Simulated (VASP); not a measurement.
# MgO (P-4m2) in VASP: a series of runs

Runs on MgO. Level: LDA. Tasks: single point.

Program: VASP 6.6.1. These are calculated values, not measurements. Logs are shortened: lines on timing, memory, paths and dates and some standing lists are left out, and cuts for length are marked.

## Step 1: The cell of the first run

The structure is tetragonal, space group P-4m2 (No. 115). Conventional cell: a = 5.523 Å, b = 5.523 Å, c = 5.523 Å, α = 90.00°, β = 90.00°, γ = 90.00°. Within 2.5 Å of Mg (site symmetry m) lie 4 O at 1.85 to 2.06 Å. Mg (site symmetry -4m2) has 4 O at 2.02 Å and 2 Mg at 2.76 Å within 2.8 Å. Mg (site symmetry -4m2) has 4 O at 1.89 Å within 2.5 Å. O (site symmetry m) has 4 Mg at 1.89 to 2.02 Å within 2.5 Å. Within 2.5 Å of O (site symmetry -4m2) lie 4 Mg at 1.85 Å. O (site symmetry -4m2) has 4 Mg at 2.06 Å and 2 O at 2.76 Å within 2.8 Å.

## Step 2: Single point, LDA (atoms displaced along a vibrational mode)

Input file INCAR:

```
SYSTEM = MgO
ALGO     = Normal         ! electronic algorithm
EDIFF    = 1E-6           ! SCF threshold, eV
ENCUT    = 520            ! plane-wave cutoff, eV
GGA      = CA             ! functional
ISIF     = 2              ! what is computed and relaxed
ISMEAR   = 0              ! smearing method
LASPH    = .True.         ! aspherical terms in the spheres
LCHARG   = .False.        ! write CHGCAR
LREAL    = .False.        ! projectors in reciprocal space
LWAVE    = .False.        ! write WAVECAR
NBANDS   = 36             ! bands
NELM     = 100            ! most SCF steps
PREC     = Accurate       ! precision mode
SIGMA    = 0.05           ! smearing width, eV
```

Input file KPOINTS:

```
k-points
0
Gamma
  4 4 4
  0 0 0
```

Input file POSCAR:

```
MgO
1.0
    5.5230736673      0.0000000000      0.0000000000
    0.0000000000      5.5230736673      0.0000000000
    0.0000000000      0.0000000000      5.5230736673
Mg O
6 6
Direct
    0.2500000000     -0.0263893350      0.5000000000
    0.0000000000      0.5263893350      0.2500000000
    0.5000000000      0.7500000000      0.0000000000
    0.7500000000     -0.0263893350      0.5000000000
    0.0000000000      0.5263893350      0.7500000000
    0.5000000000      0.2500000000      0.0000000000
    0.2500000000      0.4840703037      0.0000000000
    0.5000000000      0.0159296963      0.2500000000
    0.0000000000      0.7500000000      0.5000000000
    0.7500000000      0.4840703037      0.0000000000
    0.5000000000      0.0159296963      0.7500000000
    0.0000000000      0.2500000000      0.5000000000
```

Potentials or basis: VASP PAW LDA potentials, release 64 (Mg, O).

Launch:

```sh
> cat potpaw_LDA.64/Mg/POTCAR potpaw_LDA.64/O/POTCAR > POTCAR
> mpirun -np 1 vasp_std > vasp.out
```

OUTCAR:

```text
SYSTEM = MgO
   EDIFF = 1E-6
   ENCUT = 520
   GGA = CA
   ISIF = 2
   ISMEAR = 0
   LASPH = .True.
   LREAL = .False.
   NELM = 100
   PREC = Accurate

 ion  position               nearest neighbor table
   1  0.250  0.974  0.500-   9 1.85   8 1.97  11 1.97  12 2.06   4 2.76   4 2.76   5 3.15   2 3.15
                             3 3.33   3 3.33   6 3.44   6 3.44   2 3.62   5 3.62
   2  0.000  0.526  0.250-   9 1.85   7 1.97  10 1.97  12 2.06   5 2.76   5 2.76   1 3.15   4 3.15
                             3 3.33   3 3.33   6 3.44   6 3.44   1 3.62   4 3.62
   3  0.500  0.750  0.000-   7 2.02   8 2.02  10 2.02  11 2.02   6 2.76   6 2.76   4 3.33   5 3.33
                             1 3.33   1 3.33   4 3.33   2 3.33   2 3.33   5 3.33
   4  0.750  0.974  0.500-   9 1.85   8 1.97  11 1.97  12 2.06   1 2.76   1 2.76   5 3.15   2 3.15
                             3 3.33   3 3.33   6 3.44   6 3.44   2 3.62   5 3.62
   5  0.000  0.526  0.750-   9 1.85   7 1.97  10 1.97  12 2.06   2 2.76   2 2.76   4 3.15   1 3.15
                             3 3.33   3 3.33   6 3.44   6 3.44   1 3.62   4 3.62
   6  0.500  0.250  0.000-   7 1.89   8 1.89  10 1.89  11 1.89   3 2.76   3 2.76   1 3.44   4 3.44
                             5 3.44   1 3.44   4 3.44   2 3.44   2 3.44   5 3.44
   7  0.250  0.484  0.000-   6 1.89   5 1.97   2 1.97   3 2.02
   8  0.500  0.016  0.250-   6 1.89   4 1.97   1 1.97   3 2.02
   9  0.000  0.750  0.500-   1 1.85   2 1.85   4 1.85   5 1.85
  10  0.750  0.484  0.000-   6 1.89   5 1.97   2 1.97   3 2.02
  11  0.500  0.016  0.750-   6 1.89   4 1.97   1 1.97   3 2.02
  12  0.000  0.250  0.500-   1 2.06   2 2.06   4 2.06   5 2.06

  LATTYP: Found a simple cubic cell.
 ALAT       =     5.5230736673

  Lattice vectors:

 A1 = (   5.5230736673,   0.0000000000,   0.0000000000)
 A2 = (   0.0000000000,   5.5230736673,   0.0000000000)
 A3 = (   0.0000000000,   0.0000000000,   5.5230736673)

Analysis of symmetry for initial positions (statically):
=====================================================================
 Subroutine PRICEL returns:
 Original cell was already a primitive cell.

 Routine SETGRP: Setting up the symmetry group for a
 simple cubic supercell.

 Subroutine GETGRP returns: Found  8 space group operations
 (whereof  4 operations were pure point group operations)
 out of a pool of 48 trial point group operations.

The static configuration has the point symmetry C_2v.
 The point group associated with its full space group is D_2d.

Analysis of symmetry for dynamics (positions and initial velocities):
=====================================================================
 Subroutine PRICEL returns:
 Original cell was already a primitive cell.

 Routine SETGRP: Setting up the symmetry group for a
[... 137 lines left out ...]
   IALGO  =     38    algorithm
   IMIX   =      4    mixing-type and parameters
     AMIX     =   0.40;   BMIX     =  1.00
     AMIX_MAG =   1.60;   BMIX_MAG =  1.00
  volume/ion in A,a.u.               =      14.04        94.75
  Fermi-wavevector in a.u.,A,eV,Ry     =   1.077228  2.035666 15.788483  1.160421
  Thomas-Fermi vector in A             =   2.213134
   LORBIT       =      0    0 simple, 1 ext, 2 COOP (PROOUT), +10 PAW based schemes
   GGA     = CA    functional components
   LHFCALC =     F    Hartree Fock is set to
   AEXX    =    0.0000 exact exchange contribution
   IVDW    =     0    specifies the selected vdW correction
   LEPSILON=     F    determine dielectric tensor
   LRPA    =     F    only Hartree local field effects (RPA)
 non-spin polarized calculation
 Gauss-broadening in eV      SIGMA  =   0.05
  energy-cutoff  :      520.00
  volume of cell :      168.48
 maximum number of plane-waves:      4632
 NGX is ok and might be reduce to    42
   NGX = 21   NGY = 21   NGZ = 21

 number of electron      47.9999992 magnetization

 Free energy of the ion-electron system (eV)
  ---------------------------------------------------
  ext. energy  EPLUGINS =         0.00000000
  ---------------------------------------------------
  free energy    TOTEN  =       -76.32710659 eV

  energy without entropy =      -76.32710659  energy(sigma->0) =      -76.32710659

 E-fermi :   0.2777     XC(G=0):  -9.2027

 val. band max:        0.0232264292   @ k =   0.5000   0.0000   0.5000
 cond. band min:       2.4509331270   @ k =   0.0000   0.0000   0.0000
 fundamental gap:      2.4277066978
 Fermi energy:         0.2776859399

 k-point     1 :       0.0000    0.0000    0.0000
  band No.  band energies     occupation
      1     -16.7832      2.00000
      2     -15.9421      2.00000
      3     -15.6311      2.00000
      4     -15.1473      2.00000
      5     -15.1473      2.00000
      6     -14.3259      2.00000
[... 691 lines left out ...]
     35      11.4091      0.00000
     36      11.8525      0.00000

------------------------ aborting loop because EDIFF is reached ----------------------------------------

  FORCE on cell =-STRESS in cart. coord.  units (eV):
  Direction    XX          YY          ZZ          XY          YZ          ZX
  --------------------------------------------------------------------------------------
  -------------------------------------------------------------------------------------
  Total        0.5816960     -0.7210422      0.5816960      0.0000000      0.0000000      0.0000000
  in kB        5.5317701     -6.8569152      5.5317701      0.0000000      0.0000000      0.0000000
  external PRESSURE =       1.4022083 kB  Pullay stress =       0.0000000 kB

 VOLUME and BASIS-vectors are now :
 -----------------------------------------------------------------------------
  energy-cutoff  :      520.00
  volume of cell :      168.48
      direct lattice vectors                 reciprocal lattice vectors
     5.523073667  0.000000000  0.000000000     0.181058603  0.000000000  0.000000000
     0.000000000  5.523073667  0.000000000     0.000000000  0.181058603  0.000000000
     0.000000000  0.000000000  5.523073667     0.000000000  0.000000000  0.181058603

 POSITION                                       TOTAL-FORCE (eV/Angst)
 -----------------------------------------------------------------------------------
      1.38077      5.37732      2.76154         0.518612      2.686848      0.000000
      0.00000      2.90729      1.38077        -0.000000     -2.686848     -0.518612
      2.76154      4.14231      0.00000        -0.000000     -0.000000      0.000000
      4.14231      5.37732      2.76154        -0.518612      2.686848      0.000000
      0.00000      2.90729      4.14231        -0.000000     -2.686848      0.518612
      2.76154      1.38077      0.00000        -0.000000     -0.000000      0.000000
      1.38077      2.67356      0.00000        -0.272044      1.805866      0.000000
      2.76154      0.08798      1.38077         0.000000     -1.805866      0.272044
      0.00000      4.14231      2.76154        -0.000000     -0.000000      0.000000
      4.14231      2.67356      0.00000         0.272044      1.805866      0.000000
      2.76154      0.08798      4.14231         0.000000     -1.805866     -0.272044
      0.00000      1.38077      2.76154        -0.000000     -0.000000      0.000000
 -----------------------------------------------------------------------------------
    total drift:                                0.000000     -0.000000      0.000000

  FREE ENERGIE OF THE ION-ELECTRON SYSTEM (eV)
  ---------------------------------------------------
  free  energy   TOTEN  =       -76.3271065910 eV

  energy  without entropy=      -76.3271065910  energy(sigma->0) =      -76.32710659
```

OSZICAR:

```text
N       E                     dE             d eps       ncg     rms          rms(c)
DAV:   1     0.258042798683E+03    0.25804E+03   -0.22122E+04  1296   0.116E+03
DAV:   2    -0.665383141920E+02   -0.32458E+03   -0.30750E+03  1720   0.257E+02
DAV:   3    -0.920770252030E+02   -0.25539E+02   -0.25397E+02  1624   0.767E+01
DAV:   4    -0.923318013504E+02   -0.25478E+00   -0.25452E+00  1544   0.883E+00
DAV:   5    -0.923344529061E+02   -0.26516E-02   -0.26510E-02  1556   0.883E-01    0.211E+01
DAV:   6    -0.772599295458E+02    0.15075E+02   -0.60084E+01  1496   0.365E+01    0.732E+00
DAV:   7    -0.766944016644E+02    0.56553E+00   -0.14014E+00  1376   0.591E+00    0.392E+00
DAV:   8    -0.763271722015E+02    0.36723E+00   -0.53638E-01  1484   0.486E+00    0.696E-01
DAV:   9    -0.763252108851E+02    0.19613E-02   -0.45828E-02  1580   0.107E+00    0.291E-01
DAV:  10    -0.763258642983E+02   -0.65341E-03   -0.44215E-03  1428   0.340E-01    0.131E-01
DAV:  11    -0.763270523982E+02   -0.11881E-02   -0.89525E-04  1384   0.141E-01    0.378E-02
DAV:  12    -0.763270921027E+02   -0.39705E-04   -0.16883E-04  1516   0.809E-02    0.328E-02
DAV:  13    -0.763271043377E+02   -0.12235E-04   -0.81241E-05  1404   0.455E-02    0.117E-02
DAV:  14    -0.763271066717E+02   -0.23340E-05   -0.89687E-06  1448   0.181E-02    0.391E-03
DAV:  15    -0.763271065910E+02    0.80658E-07   -0.32160E-06  1568   0.932E-03
   1 F= -.76327107E+02 E0= -.76327107E+02  d E =-.362340E-14
```

stdout:

```text
POSCAR found type information on POSCAR MgO
 POSCAR found :  2 types and      12 ions
 scaLAPACK will be used
 LDA part: xc-table for (Slater(with rela. corr.)+CA(PZ))
 , standard interpolation
 POSCAR, INCAR and KPOINTS ok, starting setup
 FFT: planning ... GRIDC
 FFT: planning ... GRID_SOFT
 FFT: planning ... GRID
 WAVECAR not read
 entering main loop
```

Wall time 3.5 min (1 thread of Intel Xeon 8259CL, shared host); peak memory 0.25 GiB.

Results:

| Property | Result |
| --- | --- |
| Free energy | -76.3271 eV |
| Pressure | 0.1 GPa |
| Largest force | 2.736 eV/Å |
| Band gap on the k mesh | 2.43 eV (least direct gap 2.47 eV) |

Forces on the atoms (eV/Å):
```
Mg   0.519  2.687  0.000
Mg   0.000 -2.687 -0.519
Mg   0.000  0.000  0.000
Mg  -0.519  2.687  0.000
Mg   0.000 -2.687  0.519
Mg   0.000  0.000  0.000
O   -0.272  1.806  0.000
O    0.000 -1.806  0.272
O    0.000  0.000  0.000
O    0.272  1.806  0.000
O    0.000 -1.806 -0.272
O    0.000  0.000  0.000
```

Caveat: the cell differs from its parent crystal (atoms displaced along a vibrational mode); forces of over 1 eV/Å act on the atoms, so gaps and moduli don't describe the material at rest. A k mesh can miss the band edges.

[end of part 1 of 2]
